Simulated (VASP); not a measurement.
# SiO2 (I-42d) in VASP: further runs, part 3 of 3

VASP 6.6.1.

## (5) Electric field gradients, PBE (14.21 Å³/atom)

This run uses another cell than the first one, of 14.21 Å³/atom.

INCAR

```
SYSTEM = SiO2
ALGO = Normal ; EDIFF = 1E-8
ENCUT = 520 ; GGA = PE
ISIF = 2 ; ISMEAR = -1
LASPH = .True. ; LCHARG = .False.
LEFG = .True. ; LREAL = .False.
LWAVE = .False. ; NBANDS = 25
NELM = 60 ; PREC = Accurate
SIGMA = 0.03
```

KPOINTS

```
k-points
0
Gamma
  7 7 7
  0 0 0
```

POSCAR

```
SiO2
1.0
   -2.3819372672      2.3819372672      3.7564386296
    2.3819372672     -2.3819372672      3.7564386296
    2.3819372672      2.3819372672     -3.7564386296
Si O
2 4
Direct
    0.0000000000      0.0000000000      0.0000000000
    0.7500000000      0.2500000000      0.5000000000
    0.9983800000      0.6250000000      0.8733800000
    0.3750000000      0.2483800000      0.3733800000
    0.7516200000      0.1250000000      0.1266200000
    0.8750000000      0.0016200000      0.6266200000
```

Potentials or basis: VASP PAW PBE potentials, release 64 (Si, O).

Launch:

```console
> cat potpaw_PBE.64/Si/POTCAR potpaw_PBE.64/O/POTCAR > POTCAR
> mpirun -np 1 vasp_std > vasp.out
```

OUTCAR:

```text
SYSTEM = SiO2
   EDIFF = 1E-8
   ENCUT = 520
   GGA = PE
   ISIF = 2
   ISMEAR = -1
   LASPH = .True.
   LREAL = .False.
   NELM = 60
   PREC = Accurate

 ion  position               nearest neighbor table
   1  0.000  0.000  0.000-   4 1.63   5 1.63   6 1.63   3 1.63   2 3.03   2 3.03   2 3.03   2 3.03

   2  0.750  0.250  0.500-   3 1.63   5 1.63   6 1.63   4 1.63   1 3.03   1 3.03   1 3.03   1 3.03

   3  0.998  0.625  0.873-   2 1.63   1 1.63
   4  0.375  0.248  0.373-   1 1.63   2 1.63
   5  0.752  0.125  0.127-   1 1.63   2 1.63
   6  0.875  0.002  0.627-   1 1.63   2 1.63

  LATTYP: Found a body centered tetragonal cell.
 ALAT       =     4.7638745344
 C/A-ratio  =     1.5770518734

  Lattice vectors:

 A1 = (  -2.3819372672,   2.3819372672,   3.7564386296)
 A2 = (   2.3819372672,  -2.3819372672,   3.7564386296)
 A3 = (   2.3819372672,   2.3819372672,  -3.7564386296)

Analysis of symmetry for initial positions (statically):
=====================================================================
 Subroutine PRICEL returns:
 Original cell was already a primitive cell.

 Routine SETGRP: Setting up the symmetry group for a
 body centered tetragonal supercell.

 Subroutine GETGRP returns: Found  8 space group operations
 (whereof  4 operations were pure point group operations)
 out of a pool of 16 trial point group operations.

The static configuration has the point symmetry S_4 .
 The point group associated with its full space group is D_2d.

Analysis of symmetry for dynamics (positions and initial velocities):
=====================================================================
[... 854 lines left out ...]
  Total        1.3913662      1.3913662      0.3654204      0.0000000     -0.0000000      0.0000000
  in kB       26.1490011     26.1490011      6.8676223      0.0000000     -0.0000000      0.0000000
  external PRESSURE =      19.7218748 kB  Pullay stress =       0.0000000 kB

 VOLUME and BASIS-vectors are now :
 -----------------------------------------------------------------------------
  energy-cutoff  :      520.00
  volume of cell :       85.25
      direct lattice vectors                 reciprocal lattice vectors
    -2.381937267  2.381937267  3.756438630     0.000000000  0.209913169  0.133104797
     2.381937267 -2.381937267  3.756438630     0.209913169  0.000000000  0.133104797
     2.381937267  2.381937267 -3.756438630     0.209913169  0.209913169  0.000000000

 POSITION                                       TOTAL-FORCE (eV/Angst)
 -----------------------------------------------------------------------------------
      0.00000      0.00000      0.00000         0.000000     -0.000000      0.000000
     -0.00000      2.38194      1.87822         0.000000     -0.000000     -0.000000
      1.19097      2.96970      2.81733         0.000000      0.005960     -0.000000
      0.58777      1.19097      0.93911         0.005960     -0.000000     -0.000000
     -1.19097      1.79417      2.81733         0.000000     -0.005960     -0.000000
     -0.58777      3.57291      0.93911        -0.005960     -0.000000     -0.000000
 -----------------------------------------------------------------------------------
    total drift:                                0.000002      0.000002      0.000002

  FREE ENERGIE OF THE ION-ELECTRON SYSTEM (eV)
  ---------------------------------------------------
  free  energy   TOTEN  =       -47.4068835358 eV

  energy  without entropy=      -47.4068835358  energy(sigma->0) =      -47.40688354

 Electric field gradients (V/A^2)
---------------------------------------------------------------------
 ion       V_xx      V_yy      V_zz      V_xy      V_xz      V_yz
---------------------------------------------------------------------
   1       2.974     2.974    -5.948    -0.000    -0.000    -0.000
   2       2.974     2.974    -5.948    -0.000    -0.000    -0.000
   3      28.471   -28.640     0.168     0.003    71.370     0.002
   4     -28.640    28.471     0.168     0.003     0.002    71.370
   5      28.472   -28.640     0.168     0.003   -71.364     0.002
   6     -28.640    28.472     0.168     0.003     0.002   -71.364
---------------------------------------------------------------------

 Electric field gradients after diagonalization (V/A^2)
 (convention: |V_zz| > |V_xx| > |V_yy|)
----------------------------------------------------------------------
 ion       V_xx      V_yy      V_zz     asymmetry (V_yy - V_xx)/ V_zz
----------------------------------------------------------------------
   1       2.975     2.974    -5.948       0.000
   2       2.975     2.974    -5.948       0.000
   3     -58.439   -28.640    87.079       0.342
   4     -58.439   -28.640    87.079       0.342
   5     -58.434   -28.640    87.074       0.342
   6     -58.434   -28.640    87.074       0.342
----------------------------------------------------------------------

           NMR quadrupolar parameters

 Cq : quadrupolar parameter    Cq=e*Q*V_zz/h
 eta: asymmetry parameters     (V_yy - V_xx)/ V_zz
 Q  : nuclear electric quadrupole moment in mb (millibarn)
----------------------------------------------------------------------
 ion       Cq(MHz)       eta       Q (mb)
----------------------------------------------------------------------
   1      -0.014       0.000       1.000
   2      -0.014       0.000       1.000
   3       0.211       0.342       1.000
   4       0.211       0.342       1.000
   5       0.211       0.342       1.000
   6       0.211       0.342       1.000
----------------------------------------------------------------------
```

It took 81 s on 1 thread of Intel Xeon Platinum 8259CL at 2.50GHz (Skylake/Cascade Lake), shared host; peak memory 0.26 GiB.

What came out:

* Free energy: -47.4069 eV
* Pressure: 2.0 GPa
* Largest force: 0.006 eV/Å
* Band gap on the k mesh: 5.97 eV
* Largest electric field gradient by atom: Si -5.9; O +87.1 V/Å²

Forces on the atoms (eV/Å):
```
Si   0.000  0.000  0.000
Si   0.000  0.000  0.000
O    0.000  0.006  0.000
O    0.006  0.000  0.000
O    0.000 -0.006  0.000
O   -0.006  0.000  0.000
```

Stress tensor (GPa, compression positive):
```
2.61 0.00 0.00
0.00 2.61 0.00
0.00 0.00 0.69
```

Levels at points of the mesh, in eV from the valence-band top:
| k point | band 12 | band 13 | band 14 | band 15 | band 16 | band 17 | band 18 | band 19 | band 20 | band 21 |
| --- | --- | --- | --- | --- | --- | --- | --- | --- | --- | --- |
| (0.00, 0.00, 0.00) | -1.34 | -1.31 | -1.04 | 0.00 | 0.00 | 5.97 | 8.68 | 11.25 | 11.25 | 11.31 |

Electric field gradients, principal values (V/Å²):
```csv
atom,least,middle,greatest (by size)
1 Si,2.974,2.975,-5.948
2 Si,2.974,2.975,-5.948
3 O,-28.640,-58.439,87.079
4 O,-28.640,-58.439,87.079
5 O,-28.640,-58.434,87.074
6 O,-28.640,-58.434,87.074
```

Caveat: without QUAD_EFG the Cq values of the log hold for a quadrupole moment of 1 mb, not for the nuclei; an odd mesh through Γ misses points on the zone boundary, where band edges can lie.

## (6) Summary

| cell | gap on the mesh (eV) | pressure (GPa) | largest force (eV/Å) |
| --- | --- | --- | --- |
| a = 4.926 Å, angles 123.7, 123.7, 83.8°, 6 atoms | 6.45 | 16.0 | 1.01 |
| a = 4.995 Å, angles 123.7, 123.7, 83.8°, 6 atoms | 6.18 | 7.4 | 0.40 |
| a = 5.046 Å, angles 123.7, 123.7, 83.8°, 6 atoms | 5.97 | 2.0 | 0.01 |

Alike in all rows: task electric field gradients; level PBE; potentials or basis VASP PAW PBE potentials, release 64 (Si, O); no spin polarisation; k mesh 7 × 7 × 7; cutoff (eV) 520; smearing fermi-dirac 0.03 eV.

Caveats: an odd mesh through Γ misses points on the zone boundary, where band edges can lie; the cell stands under pressure (at least some runs); forces of over 1 eV/Å act on the atoms, so gaps and moduli don't describe the material at rest (at least some runs).

Absolute energies hang on the potentials; compare differences alone.
